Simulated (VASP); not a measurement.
A run of VASP 6.6.1 is set up as follows.

File INCAR:

```
  PREC = Accurate
  ENCUT = 520
  EDIFF = 1E-6
  ISMEAR = 0
  SIGMA = 0.15
  LREAL = False
  LASPH = True
  NELM = 60
  ALGO = Normal
  ISIF = 2
  LWAVE = False
  LCHARG = False
  GGA = PS
  NBANDS = 16
```

Contents of KPOINTS:

```
Automatic mesh
0
Gamma
  18 18 18
```

File POSCAR:

```
ZrS
1.0
    0.0000000000      2.4051833586      3.1267383661
    2.4051833586      0.0000000000      3.1267383661
    2.4051833586      2.4051833586      0.0000000000
Zr S
1 1
Direct
    0.0000000000      0.0000000000      0.0000000000
    0.5000000000      0.5000000000      0.5000000000
```

Potentials or basis: VASP PAW PBE potentials, release 64 (Zr_sv, S).

Launch:

```sh
$ cat potpaw_PBE.64/Zr_sv/POTCAR potpaw_PBE.64/S/POTCAR > POTCAR
$ mpirun -np 1 vasp_std > vasp.out
```

Question: What does it give for the band gap on the k mesh?

Answer: Zero (bands 9 and 10 overlap by 3.85 eV).

Question: Estimate the pressure.

Answer: 13.7 GPa.

Stress tensor (GPa, compression positive):
```
 28.39   0.00   0.00
  0.00  28.39   0.00
  0.00   0.00 -15.76
```

Caveat: the cell stands under pressure; the PAW data sets were made with another functional, which shifts forces and pressure a little.
